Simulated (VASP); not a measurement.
**SiC: single point with PBE**

SiC:

```
Si C
1.0
    -4.61400    2.66389    5.04800
     4.61400   -2.66389    5.04800
     4.61400    7.99168   -5.04800
Si C
24 24
Direct
  0.83333 0.16667 0.00000
  0.33333 0.66667 0.00000
  0.16667 0.00000 0.16667
  0.66667 0.50000 0.16667
  0.50000 0.83333 0.33333
  0.00000 0.33333 0.33333
  0.83333 0.66667 0.50000
  0.33333 0.16667 0.50000
  0.16667 0.50000 0.66667
  0.66667 0.00000 0.66667
  0.50000 0.33333 0.83333
  0.00000 0.83333 0.83333
  0.41667 0.08333 0.00000
  0.91667 0.58333 0.00000
  0.75000 0.91667 0.16667
  0.25000 0.41667 0.16667
  0.08333 0.75000 0.33333
  0.58333 0.25000 0.33333
  0.41667 0.58333 0.50000
  0.91667 0.08333 0.50000
  0.75000 0.41667 0.66667
  0.25000 0.91667 0.66667
  0.08333 0.25000 0.83333
  0.58333 0.75000 0.83333
  0.02583 0.35917 0.00000
  0.52583 0.85917 0.00000
  0.35917 0.19250 0.16667
  0.85917 0.69250 0.16667
  0.69250 0.02583 0.33333
  0.19250 0.52583 0.33333
  0.02583 0.85917 0.50000
  0.52583 0.35917 0.50000
  0.35917 0.69250 0.66667
  0.85917 0.19250 0.66667
  0.69250 0.52583 0.83333
  0.19250 0.02583 0.83333
  0.60917 0.27583 0.00000
  0.10917 0.77583 0.00000
  0.94250 0.10917 0.16667
  0.44250 0.60917 0.16667
  0.27583 0.94250 0.33333
  0.77583 0.44250 0.33333
  0.60917 0.77583 0.50000
  0.10917 0.27583 0.50000
  0.94250 0.60917 0.66667
  0.44250 0.10917 0.66667
  0.27583 0.44250 0.83333
  0.77583 0.94250 0.83333
```

```json
{
 "Program": "VASP 6.6.1",
 "Task": "single point",
 "Functional": "PBE",
 "Potentials or basis": "VASP PAW PBE potentials, release 64 (Si, C)",
 "Cutoff": "520 eV",
 "k mesh": "2 × 2 × 2",
 "Occupations": "gaussian, width 0.05 eV",
 "Spin": "no spin polarisation"
}
```

```yaml
Pressure: 3.6 GPa
Largest_force: 0.754 eV/Å
Band_gap_on_the_k_mesh: 2.32 eV
```

Forces on the atoms (eV/Å):
```
Si   0.000  0.000  0.754
Si   0.000  0.000  0.754
Si   0.000  0.000  0.754
Si   0.000  0.000  0.754
Si   0.000  0.000  0.754
Si   0.000  0.000  0.754
Si   0.000  0.000  0.754
Si   0.000  0.000  0.754
Si   0.000  0.000  0.754
Si   0.000  0.000  0.754
Si   0.000  0.000  0.754
Si   0.000  0.000  0.754
Si   0.000  0.000  0.754
Si   0.000  0.000  0.754
Si   0.000  0.000  0.754
Si   0.000  0.000  0.754
Si   0.000  0.000  0.754
Si   0.000  0.000  0.754
Si   0.000  0.000  0.754
Si   0.000  0.000  0.754
Si   0.000  0.000  0.754
Si   0.000  0.000  0.754
Si   0.000  0.000  0.754
Si   0.000  0.000  0.754
C    0.002 -0.001 -0.754
C    0.002 -0.001 -0.754
C    0.002 -0.001 -0.754
C    0.002 -0.001 -0.754
C    0.002 -0.001 -0.754
C    0.002 -0.001 -0.754
C    0.002 -0.001 -0.754
C    0.002 -0.001 -0.754
C    0.002 -0.001 -0.754
C    0.002 -0.001 -0.754
C    0.002 -0.001 -0.754
C    0.002 -0.001 -0.754
C   -0.002  0.001 -0.754
C   -0.002  0.001 -0.754
C   -0.002  0.001 -0.754
C   -0.002  0.001 -0.754
C   -0.002  0.001 -0.754
C   -0.002  0.001 -0.754
C   -0.002  0.001 -0.754
C   -0.002  0.001 -0.754
C   -0.002  0.001 -0.754
C   -0.002  0.001 -0.754
C   -0.002  0.001 -0.754
C   -0.002  0.001 -0.754
```

Stress tensor (GPa, compression positive):
```
5.31 0.01 0.00
0.01 5.33 0.00
0.00 0.00 0.27
```

Levels at points of the mesh, in eV from the valence-band top:
```
           k point  band 94  band 95  band 96  band 97  band 98  band 99
(0.00, 0.00, 0.00)    -0.28    -0.28     0.00     2.32     2.32     2.59
(0.50, 0.00, 0.00)    -1.02    -0.89    -0.89     3.52     3.52     3.52
(0.50, 0.50, 0.00)    -0.93    -0.89    -0.89     3.60     3.60     3.60
(0.00, 0.00, 0.50)    -0.60    -0.26    -0.26     3.21     3.21     3.25
(0.50, 0.50, 0.50)    -0.97    -0.97    -0.97     2.59     2.59     3.17
```

It took 5.5 min on 1 thread of Intel(R) Xeon(R) 6975P-C (Granite Rapids), with other jobs on the host, peak memory 0.61 GiB.

Caveat: the k points lie up to 0.46 Å⁻¹ apart. A k mesh can miss the band edges.
